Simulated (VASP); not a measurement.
# Si (P6/mmm) in VASP: elastic constants with PBE

Aim: the elastic constants of Si with PBE.

Everything below comes from runs of VASP 6.6.1. Logs are shortened: lines on timing, memory, paths and dates and some standing lists are left out, and cuts for length are marked.

### Step 1. The cell of the first run

Symmetry: P6/mmm, No. 191, hexagonal system. The conventional cell has a = 2.527 Å, b = 2.527 Å, c = 2.373 Å, α = 90.00°, β = 90.00°, γ = 120.00°. Si (site symmetry 6/mmm) has 8 Si at 2.37 to 2.53 Å within 3.1 Å.

This isn't the form of Si at room conditions, which is diamond.

### Step 2. Elastic constants, PBE

INCAR

```
SYSTEM = Si
PREC = Accurate
ENCUT = 500
EDIFF = 1E-8
ISMEAR = 1
SIGMA = 0.1
LREAL = .False.
LASPH = .True.
NELM = 120
ALGO = Normal
ISIF = 3
LWAVE = .False.
LCHARG = .True.
GGA = PE
IBRION = 6
NFREE = 2
POTIM = 0.015
NSW = 1
GGA_COMPAT = .False.
```

KPOINTS

```
Automatic mesh
0
Gamma
  20 20 18
  0 0 0
```

POSCAR

```
Si
1.0
    2.5270000000      0.0000000000      0.0000000000
   -1.2635000000      2.1884500000      0.0000000000
    0.0000000000      0.0000000000      2.3730000000
Si
1
Direct
    0.0000000000      0.0000000000      0.0000000000
```

Potentials or basis: VASP PAW PBE potentials, release 64 (Si).

The run is started by

```console
> cat potpaw_PBE.64/Si/POTCAR > POTCAR
> mpirun -np 1 vasp_std > vasp.out
```

OUTCAR:

```text
SYSTEM = Si
   PREC = Accurate
   ENCUT = 500
   EDIFF = 1E-8
   ISMEAR = 1
   LREAL = .False.
   LASPH = .True.
   NELM = 120
   ISIF = 3
   GGA = PE
   IBRION = 6
   NFREE = 2
   POTIM = 0.015
   NSW = 1

 ion  position               nearest neighbor table
   1  0.000  0.000  0.000-

  LATTYP: Found a hexagonal cell.
 ALAT       =     2.5270000000
 C/A-ratio  =     0.9390581717

  Lattice vectors:

 A1 = (   2.5270000000,   0.0000000000,   0.0000000000)
 A2 = (  -1.2635000000,   2.1884500000,   0.0000000000)
 A3 = (   0.0000000000,   0.0000000000,   2.3730000000)

Analysis of symmetry for initial positions (statically):
=====================================================================
 Subroutine PRICEL returns:
 Original cell was already a primitive cell.

 Routine SETGRP: Setting up the symmetry group for a
 hexagonal supercell.

 Subroutine GETGRP returns: Found 24 space group operations
 (whereof 24 operations were pure point group operations)
 out of a pool of 24 trial point group operations.

The static configuration has the point symmetry D_6h.

Analysis of symmetry for dynamics (positions and initial velocities):
=====================================================================
 Subroutine PRICEL returns:
 Original cell was already a primitive cell.

 Routine SETGRP: Setting up the symmetry group for a
 hexagonal supercell.

 Subroutine GETGRP returns: Found 24 space group operations
 (whereof 24 operations were pure point group operations)
 out of a pool of 24 trial point group operations.

The dynamic configuration has the point symmetry D_6h.

 Subroutine INISYM returns: Found 24 space group operations
 (whereof 24 operations are pure point group operations),
 and found     1 'primitive' translations

----------------------------------------------------------------------------------------

                                     Primitive cell
[... 329 lines left out ...]
 fundamental gap:      0.0763049374
 Fermi energy:        11.2340672978

 k-point     1 :       0.0000    0.0000    0.0000
  band No.  band energies     occupation
      1      -3.9700      2.00000
      2      18.8014      0.00000
      3      20.1032      0.00000
      4      22.8020      0.00000
      5      22.8020      0.00000
      6      23.9100      0.00000
[... 199 lines left out ...]
 k-point    24 :       0.2500    0.1000    0.0000
  band No.  band energies     occupation
      1      -1.0411      2.00000
      2      10.4618      2.00000
      3      14.5784      0.00000
      4      21.7168      0.00000
      5      22.5498      0.00000
      6      26.3829      0.00000

 [... further k-points ...]

------------------------ aborting loop because EDIFF is reached ----------------------------------------

  FORCE on cell =-STRESS in cart. coord.  units (eV):
  Direction    XX          YY          ZZ          XY          YZ          ZX
  --------------------------------------------------------------------------------------
  -------------------------------------------------------------------------------------
  Total        1.6451276      1.6451333      1.7780034      0.0000000      0.0000000      0.0000000
  in kB      200.8494115    200.8501098    217.0718820      0.0000000      0.0000000      0.0000000
  external PRESSURE =     206.2571344 kB  Pullay stress =       0.0000000 kB
[... 16 lines left out ...]
  FREE ENERGIE OF THE ION-ELECTRON SYSTEM (eV)
  ---------------------------------------------------
  free  energy   TOTEN  =        -5.0080666886 eV

  energy  without entropy=       -5.0082004116  energy(sigma->0) =       -5.00811126

 INTERNAL STRAIN TENSORS FROM STRAINED CELLS
 ============================================

 INTERNAL STRAIN TENSOR FOR ION    1 for displacements in x,y,z  (eV/Angst):
          X           Y           Z          XY          YZ          ZX
  --------------------------------------------------------------------------------
  x     0.00000    -0.00000     0.00000     0.00000     0.00000    -0.00000
  y     0.00000     0.00000     0.00000     0.00000     0.00000     0.00000
  z     0.00000     0.00000     0.00000     0.00000     0.00000     0.00000

 INTERNAL STRAIN TENSORS FROM DISPLACED ATOMS
 ============================================

 INTERNAL STRAIN TENSOR FOR ION    1 for displacements in x,y,z  (eV/Angst):
          X           Y           Z          XY          YZ          ZX
  --------------------------------------------------------------------------------
  x     0.00000     0.00000     0.00000     0.00000     0.00000     0.00000
  y     0.00000     0.00000     0.00000     0.00000     0.00000     0.00000
  z     0.00000     0.00000     0.00000     0.00000     0.00000     0.00000

 Eigenvectors and eigenvalues of the dynamical matrix
 ----------------------------------------------------

   1 f  =    0.000000 THz     0.000000 2PiTHz    0.000000 cm-1     0.000000 meV
             X         Y         Z           dx          dy          dz
      0.000000  0.000000  0.000000     0.000000    1.000000    0.000000

   2 f  =    0.000000 THz     0.000000 2PiTHz    0.000000 cm-1     0.000000 meV
             X         Y         Z           dx          dy          dz
      0.000000  0.000000  0.000000     1.000000    0.000000    0.000000

   3 f/i=    0.000000 THz     0.000000 2PiTHz    0.000000 cm-1     0.000000 meV
             X         Y         Z           dx          dy          dz
      0.000000  0.000000  0.000000     0.000000    0.000000    1.000000

--------------------------------------------------------------------------------------------------------

 ELASTIC MODULI CONTR FROM IONIC RELAXATION (kBar)
 Direction    XX          YY          ZZ          XY          YZ          ZX
 --------------------------------------------------------------------------------
 XX           0.0000      0.0000      0.0000      0.0000      0.0000      0.0000
 YY           0.0000      0.0000      0.0000      0.0000      0.0000      0.0000
 ZZ           0.0000      0.0000      0.0000      0.0000      0.0000      0.0000
 XY           0.0000      0.0000      0.0000      0.0000      0.0000      0.0000
 YZ           0.0000      0.0000      0.0000      0.0000      0.0000      0.0000
 ZX           0.0000      0.0000      0.0000      0.0000      0.0000      0.0000
 --------------------------------------------------------------------------------

 TOTAL ELASTIC MODULI (kBar)
 Direction    XX          YY          ZZ          XY          YZ          ZX
 --------------------------------------------------------------------------------
 XX        3020.4223   1258.5174    636.3300     -0.0000     -0.0000      0.0000
 YY        1258.5174   3020.4433    636.3322      0.0000     -0.0000      0.0000
 ZZ         636.3300    636.3322   4571.7036      0.0000     -0.0000      0.0000
 XY           0.0000      0.0000      0.0000    880.9577     -0.0000      0.0000
 YZ          -0.0000     -0.0000     -0.0000      0.0000    891.3771      0.0000
 ZX           0.0000      0.0000      0.0000      0.0000      0.0000    891.3740
 --------------------------------------------------------------------------------
```

stdout:

```text
POSCAR found type information on POSCAR Si
 POSCAR found :  1 types and       1 ions
 scaLAPACK will be used
 LDA part: xc-table for (Slater+PW92), standard interpolation
 POSCAR, INCAR and KPOINTS ok, starting setup
 FFT: planning ... GRIDC
 FFT: planning ... GRID_SOFT
 FFT: planning ... GRID
 WAVECAR not read
 entering main loop
 Found     2 degrees of freedom:
 Adding 6 more for cell shape distortion
 Finite differences POTIM= 0.01500 DOF=   8
 bond charge predicted
 Finite differences progress:
 bond charge predicted
 Finite differences progress:
 bond charge predicted
 Finite differences progress:
 bond charge predicted
 Finite differences progress:
 bond charge predicted
 Finite differences progress:
 bond charge predicted
 Finite differences progress:
 bond charge predicted
 Finite differences progress:
 bond charge predicted
 Finite differences progress:
 bond charge predicted
 Finite differences progress:
 bond charge predicted
 Finite differences progress:
 bond charge predicted
 Finite differences progress:
 bond charge predicted
 Finite differences progress:
 bond charge predicted
 Finite differences progress:
 bond charge predicted
 Finite differences progress:
 bond charge predicted
 Finite differences progress:
 bond charge predicted
 Finite differences progress:
```

Wall time 13 min (1 thread of Oxide Virtual Turin-like, shared host); peak memory 0.31 GiB.

Results:

* Voigt bulk modulus: 174 GPa

Elastic tensor in Voigt notation (GPa, in the Cartesian axes of the cell as first typed):
```
302 126  64   0   0   0
126 302  64   0   0   0
 64  64 457   0   0   0
  0   0   0  89   0   0
  0   0   0   0  89   0
  0   0   0   0   0  88
```

Clamped-ion elastic tensor (GPa):
```
302 126  64   0   0   0
126 302  64   0   0   0
 64  64 457   0   0   0
  0   0   0  89   0   0
  0   0   0   0  89   0
  0   0   0   0   0  88
```

Caveat: the cell is under stress, which shifts elastic constants.
